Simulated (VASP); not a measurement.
Write the native input for VASP 6.6.1 that does the following.

* Task: single point
* Functional: PBEsol
* Potentials or basis: VASP PAW PBE potentials, release 64 (Cs_sv, Pb_d, Cl)
* Cutoff: 520 eV
* k mesh: 1 × 1 × 1
* Occupations: fermi-dirac, width 0.05 eV
* Spin: no spin polarisation
* Dipole correction: no
* Further INCAR settings: LREAL = Auto; ALGO = Normal; EDIFF = 1e-07; NBANDS = 98

The structure of Cs3Pb4Cl12 (a cell with a defect) lies in POSCAR:

```
Cs3Pb4Cl12
1.0
    0.0000000000      0.0000000000     11.2485930000
    5.8128320000     -5.6247600000      5.6242970000
    5.8128320000      5.6247600000      5.6242970000
Cs Pb Cl
3 4 12
Direct
    0.2667837800      0.2562946012      0.2478142394
    0.7529289507      0.2502987658      0.2514188136
    0.7639118826      0.7493349068      0.7449969439
    0.2578047757      0.7509851323      0.2495770722
    0.2508119570      0.2593253241      0.7494084566
    0.7601158618      0.2479242701      0.7520702248
    0.7460171917      0.7556075466      0.2508037861
    0.4923184817      0.3096198658      0.6949163052
   -0.0085680376      0.5161712944      0.9977207294
    0.0071204554      1.0109857170      0.4990527634
    0.7145784804     -0.0123304437     -0.0072813394
    0.2942238679      0.0069073883      0.0132721043
    0.4613068478      0.6775146175      0.3315976362
    0.0036007257      0.8100130151      0.1850441275
    0.4906012824      0.0013479246      0.5119474880
    0.5037046518      0.5085962441     -0.0069990880
    0.1993289945      0.4829177464      0.5183325908
    0.8059503563      0.5158493960      0.4898393973
   -0.0209490705      0.1822490684      0.8263298825
```

One way to write it, as run:

INCAR

```
ALGO = Normal
EDIFF = 1E-7
ENCUT = 520
GGA = PS
ISIF = 2
ISMEAR = -1
LASPH = T
LCHARG = T
LELF = T
LREAL = Auto
LVHAR = T
LWAVE = F
NBANDS = 98
NELM = 100
PREC = Accurate
SIGMA = 0.05
```

KPOINTS

```
k-points
0
Gamma
  1 1 1
```

Potentials or basis: VASP PAW PBE potentials, release 64 (Cs_sv, Pb_d, Cl).

Run with:

```bash
$ cat potpaw_PBE.64/Cs_sv/POTCAR potpaw_PBE.64/Pb_d/POTCAR potpaw_PBE.64/Cl/POTCAR > POTCAR
$ mpirun -np 1 vasp_gam > vasp.out
```

It gave:

| Item | Value |
| --- | --- |
| Pressure | -0.9 GPa |
| Largest force | 1.032 eV/Å |

Caveat: the k points lie up to 0.78 Å⁻¹ apart; the PAW data sets were made with another functional, which shifts forces and pressure a little; an odd number of electrons without spin polarisation forces a metal; a magnetic or distorted state may lie lower.

It took 9.4 min on 1 thread of AMD EPYC 7R13, on a shared host, peak memory 0.94 GiB.
